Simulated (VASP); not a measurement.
Input of a VASP 6.6.1 run:

INCAR

```
PREC     = Accurate       # precision mode
ENCUT    = 520            # plane-wave cutoff, eV
EDIFF    = 1E-6           # SCF threshold, eV
ISMEAR   = 0              # smearing method
SIGMA    = 0.03           # smearing width, eV
LREAL    = F              # projectors in reciprocal space
LASPH    = T              # aspherical terms in the spheres
NELM     = 100            # most SCF steps
ALGO     = Normal         # electronic algorithm
ISIF     = 2              # what is computed and relaxed
LWAVE    = F              # write WAVECAR
LCHARG   = F              # write CHGCAR
GGA      = PE             # functional
IVDW     = 12             # dispersion correction
NBANDS   = 11             # bands
```

File KPOINTS:

```
Automatic mesh
0
Gamma
  6 6 8
```

Contents of POSCAR:

```
Sr
1.0
   10.9876299658      0.0000000000      0.0000000000
   -5.4938149829      9.5155666777      0.0000000000
    0.0000000000      0.0000000000      4.4211119100
Sr
1
Direct
    0.0000000000      0.0000000000      0.0000000000
```

Potentials or basis: VASP PAW PBE potentials, release 64 (Sr_sv).

Command:

```console
$ cat potpaw_PBE.64/Sr_sv/POTCAR > POTCAR
$ mpirun -np 1 vasp_std > vasp.out
```

(1) Estimate the dispersion energy per atom.

(2) Estimate the pressure.

## Answers

(1) -0.092 eV.

(2) 0.1 GPa.
